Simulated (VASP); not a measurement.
Here is a VASP 6.6.1 calculation.

Contents of INCAR:

```
PREC = Accurate
ENCUT = 520
EDIFF = 1E-6
ISMEAR = 0
SIGMA = 0.1
LREAL = False
LASPH = True
NELM = 100
ALGO = Fast
ISIF = 2
LWAVE = False
LCHARG = False
GGA = PE
NBANDS = 30
```

KPOINTS

```
Automatic mesh
0
Gamma
  18 18 6
```

The input POSCAR:

```
Cu
1.0
    2.4432696961      0.0000000000      0.0000000000
   -1.2216348481      2.1159336252      0.0000000000
    0.0000000000      0.0000000000      7.9866817653
Cu
4
Direct
    0.0000000000      0.0000000000      0.0000000000
    0.3333333333      0.6666666667      0.2500000000
    0.0000000000      0.0000000000      0.5000000000
    0.6666666667      0.3333333333      0.7500000000
```

Potentials or basis: VASP PAW PBE potentials, release 64 (Cu).

Run with:

```console
$ cat potpaw_PBE.64/Cu/POTCAR > POTCAR
$ mpirun -np 1 vasp_std > vasp.out
```

(1) Estimate the band gap on the k mesh.

(2) What does it give for the pressure?

Answers

(1) zero (bands 22 and 23 overlap by 5.59 eV).

(2) 30.3 GPa.

Caveat: the cell stands under pressure.
